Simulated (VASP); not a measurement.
# CsSnBr3 (Pm-3m) in VASP: notebook

Runs on CsSnBr3. Level: PBE. Tasks: single point, relaxation of cell and atoms.

All numbers are computed with VASP 6.6.1; they aren't measurements. Logs are shortened: lines on timing, memory, paths and dates and some standing lists are left out, and cuts for length are marked.

## (1) The cell of the first run

The structure is cubic, space group Pm-3m (No. 221). The conventional cell has a = 5.895 Å, b = 5.895 Å, c = 5.895 Å, α = 90.00°, β = 90.00°, γ = 90.00°. Within 5.5 Å of Cs (site symmetry m-3m) lie 12 Br at 4.17 Å and 8 Sn at 5.11 Å. Sn (site symmetry m-3m) has 6 Br at 2.95 Å within 3.9 Å. Within 3.9 Å of Br (site symmetry 4/mmm) lie 2 Sn at 2.95 Å.

## (2) Single point, PBE

Input file INCAR:

```
SYSTEM = CsSnBr3
ALGO     = Normal         ! electronic algorithm
EDIFF    = 1E-6           ! SCF threshold, eV
ENCUT    = 500            ! plane-wave cutoff, eV
GGA      = PE             ! functional
GGA_COMPAT= .FALSE.      
ISIF     = 2              ! what is computed and relaxed
ISMEAR   = 0              ! smearing method
LASPH    = .TRUE.         ! aspherical terms in the spheres
LCHARG   = .FALSE.        ! write CHGCAR
LREAL    = .FALSE.        ! projectors in reciprocal space
LWAVE    = .FALSE.        ! write WAVECAR
NBANDS   = 30             ! bands
NELM     = 120            ! most SCF steps
PREC     = Accurate       ! precision mode
SIGMA    = 0.02           ! smearing width, eV
```

Input file KPOINTS:

```
k-points
0
G
  6 6 6
  0 0 0
```

Input file POSCAR:

```
CsSnBr3
1.0
    5.8952860393      0.0000000000      0.0000000000
    0.0000000000      5.8952860393      0.0000000000
    0.0000000000      0.0000000000      5.8952860393
Cs Sn Br
1 1 3
Direct
    0.0000000000      0.0000000000      0.0000000000
    0.5000000000      0.5000000000      0.5000000000
    0.5000000000      0.0000000000      0.5000000000
    0.5000000000      0.5000000000      0.0000000000
    0.0000000000      0.5000000000      0.5000000000
```

Potentials or basis: VASP PAW PBE potentials, release 64 (Cs_sv, Sn_d, Br).

Started as:

```bash
cat potpaw_PBE.64/Cs_sv/POTCAR potpaw_PBE.64/Sn_d/POTCAR potpaw_PBE.64/Br/POTCAR > POTCAR
mpirun -np 1 vasp_std > vasp.out
```

OUTCAR:

```text
SYSTEM = CsSnBr3
   EDIFF = 1E-6
   ENCUT = 500
   GGA = PE
   ISIF = 2
   ISMEAR = 0
   LASPH = .TRUE.
   LREAL = .FALSE.
   NELM = 120
   PREC = Accurate

 ion  position               nearest neighbor table
   1  0.000  0.000  0.000-
   2  0.500  0.500  0.500-   3 2.95   4 2.95   5 2.95   4 2.95   3 2.95   5 2.95
   3  0.500  0.000  0.500-   2 2.95   2 2.95
   4  0.500  0.500  0.000-   2 2.95   2 2.95
   5  0.000  0.500  0.500-   2 2.95   2 2.95

  LATTYP: Found a simple cubic cell.
 ALAT       =     5.8952860393

  Lattice vectors:

 A1 = (   5.8952860393,   0.0000000000,   0.0000000000)
 A2 = (   0.0000000000,   5.8952860393,   0.0000000000)
 A3 = (   0.0000000000,   0.0000000000,   5.8952860393)

Analysis of symmetry for initial positions (statically):
=====================================================================
 Subroutine PRICEL returns:
 Original cell was already a primitive cell.

 Routine SETGRP: Setting up the symmetry group for a
 simple cubic supercell.

 Subroutine GETGRP returns: Found 48 space group operations
 (whereof 48 operations were pure point group operations)
 out of a pool of 48 trial point group operations.

The static configuration has the point symmetry O_h .

Analysis of symmetry for dynamics (positions and initial velocities):
=====================================================================
 Subroutine PRICEL returns:
 Original cell was already a primitive cell.

 Routine SETGRP: Setting up the symmetry group for a
 simple cubic supercell.

 Subroutine GETGRP returns: Found 48 space group operations
 (whereof 48 operations were pure point group operations)
 out of a pool of 48 trial point group operations.

The dynamic configuration has the point symmetry O_h .

 Subroutine INISYM returns: Found 48 space group operations
 (whereof 48 operations are pure point group operations),
 and found     1 'primitive' translations

----------------------------------------------------------------------------------------

                                     Primitive cell

  volume of cell :     204.8871

  direct lattice vectors                    reciprocal lattice vectors
     5.895286039  0.000000000  0.000000000     0.169627053  0.000000000  0.000000000
     0.000000000  5.895286039  0.000000000     0.000000000  0.169627053  0.000000000
[... 86 lines left out ...]
   EDIFF  = 0.1E-05   stopping-criterion for ELM
   LREAL  =      F    real-space projection
   EDIFFG = 0.1E-04   stopping-criterion for IOM
   NSW    =      0    number of steps for IOM
   IBRION =     -1    ionic relax: 0-MD 1-quasi-New 2-CG
   NFREE  =      0    steps in history (QN), initial steepest desc. (CG)
   ISIF   =      2    stress and relaxation
   ISYM   =      2    0-nonsym 1-usesym 2-fastsym
   POTIM  = 0.5000    time-step for ionic-motion
   TEBEG  =    0.0;   TEEND  =   0.0 temperature during run
   PSTRESS=    0.0 pullay stress
   NELECT =      44.0000    total number of electrons
   NUPDOWN=      -1.0000    fix difference up-down
   EMIN   =  10.00;   EMAX   =-10.00  energy-range for DOS
   EFERMI =   0.00;   METHOD = LEGACY
   ISMEAR =     0;   SIGMA  =   0.02  broadening in eV -4-tet -1-fermi 0-gaus
   EFERMI_NEDOS =   21; number of points for ismear=-14 and -15
   IALGO  =     38    algorithm
   IMIX   =      4    mixing-type and parameters
     AMIX     =   0.40;   BMIX     =  1.00
     AMIX_MAG =   1.60;   BMIX_MAG =  1.00
  volume/ion in A,a.u.               =      40.98       276.53
  Fermi-wavevector in a.u.,A,eV,Ry     =   0.980364  1.852620 13.076753  0.961114
  Thomas-Fermi vector in A             =   2.111289
   LORBIT       =      0    0 simple, 1 ext, 2 COOP (PROOUT), +10 PAW based schemes
   GGA     = PE    functional components
   LHFCALC =     F    Hartree Fock is set to
   AEXX    =    0.0000 exact exchange contribution
   IVDW    =     0    specifies the selected vdW correction
   LEPSILON=     F    determine dielectric tensor
   LRPA    =     F    only Hartree local field effects (RPA)
 non-spin polarized calculation
 Gauss-broadening in eV      SIGMA  =   0.02
  energy-cutoff  :      500.00
  volume of cell :      204.89
 maximum number of plane-waves:      5248
 NGX is ok and might be reduce to    48
   NGX = 21   NGY = 21   NGZ = 21

 number of electron      43.9999993 magnetization

 Free energy of the ion-electron system (eV)
  ---------------------------------------------------
  ext. energy  EPLUGINS =         0.00000000
  ---------------------------------------------------
  free energy    TOTEN  =       -15.83555211 eV

  energy without entropy =      -15.83555211  energy(sigma->0) =      -15.83555211

 E-fermi :   1.8957     XC(G=0):  -7.5398

 val. band max:        1.8029005669   @ k =   0.5000   0.5000   0.5000
 cond. band min:       2.4515670408   @ k =   0.5000   0.5000   0.5000
 fundamental gap:      0.6486664738
 Fermi energy:         1.8956873635

 k-point     1 :       0.0000    0.0000    0.0000
  band No.  band energies     occupation
      1     -20.3042      2.00000
      2     -20.2769      2.00000
      3     -20.2769      2.00000
      4     -20.2554      2.00000
      5     -20.2554      2.00000
      6     -20.2554      2.00000
[... 649 lines left out ...]
     29       6.3182      0.00000
     30       7.5491      0.00000

------------------------ aborting loop because EDIFF is reached ----------------------------------------

  FORCE on cell =-STRESS in cart. coord.  units (eV):
  Direction    XX          YY          ZZ          XY          YZ          ZX
  --------------------------------------------------------------------------------------
  -------------------------------------------------------------------------------------
  Total        0.0039355      0.0039355      0.0039355     -0.0000000      0.0000000     -0.0000000
  in kB        0.0307752      0.0307752      0.0307752     -0.0000000      0.0000000     -0.0000000
  external PRESSURE =       0.0307752 kB  Pullay stress =       0.0000000 kB

 VOLUME and BASIS-vectors are now :
 -----------------------------------------------------------------------------
  energy-cutoff  :      500.00
  volume of cell :      204.89
      direct lattice vectors                 reciprocal lattice vectors
     5.895286039  0.000000000  0.000000000     0.169627053  0.000000000  0.000000000
     0.000000000  5.895286039  0.000000000     0.000000000  0.169627053  0.000000000
     0.000000000  0.000000000  5.895286039     0.000000000  0.000000000  0.169627053

 POSITION                                       TOTAL-FORCE (eV/Angst)
 -----------------------------------------------------------------------------------
      0.00000      0.00000      0.00000         0.000000      0.000000      0.000000
      2.94764      2.94764      2.94764         0.000000      0.000000      0.000000
      2.94764      0.00000      2.94764         0.000000      0.000000      0.000000
      2.94764      2.94764      0.00000         0.000000      0.000000      0.000000
      0.00000      2.94764      2.94764         0.000000      0.000000      0.000000
 -----------------------------------------------------------------------------------
    total drift:                                0.000000     -0.000000     -0.000000

  FREE ENERGIE OF THE ION-ELECTRON SYSTEM (eV)
  ---------------------------------------------------
  free  energy   TOTEN  =       -15.8355521080 eV

  energy  without entropy=      -15.8355521080  energy(sigma->0) =      -15.83555211
```

stdout:

```text
POSCAR found type information on POSCAR CsSnBr
 POSCAR found :  3 types and       5 ions
 scaLAPACK will be used
 LDA part: xc-table for (Slater+PW92), standard interpolation
 POSCAR, INCAR and KPOINTS ok, starting setup
 FFT: planning ... GRIDC
 FFT: planning ... GRID_SOFT
 FFT: planning ... GRID
 WAVECAR not read
 entering main loop
```

It took 98 s on 1 thread of Intel Xeon Platinum 8259CL at 2.50GHz (Skylake/Cascade Lake), shared host; peak memory 0.38 GiB.

Results:

| Quantity | Value |
| --- | --- |
| Free energy | -15.8356 eV |
| Pressure | 0.0 GPa |
| Band gap on the k mesh | 0.65 eV |

Levels at points of the mesh, in eV from the valence-band top:
```csv
k point,band 18,band 19,band 20,band 21,band 22,band 23,band 24,band 25,band 26,band 27
"(0.00, 0.00, 0.00)",-2.77,-2.77,-2.66,-2.66,-2.66,2.41,3.50,3.50,4.15,4.15
"(0.50, 0.00, 0.00)",-2.94,-2.90,-2.76,-2.76,-1.87,1.58,3.82,4.37,4.37,4.46
"(0.50, 0.50, 0.00)",-3.07,-3.01,-3.01,-2.31,-0.91,1.15,1.15,3.98,4.55,4.96
"(0.50, 0.50, 0.50)",-3.08,-2.30,-2.30,-2.30,0.00,0.65,0.65,0.65,3.90,4.52
```

Caveat: spin-orbit coupling is left out, which moves the levels of the heavy elements. A k mesh can miss the band edges.

[end of part 1 of 2]
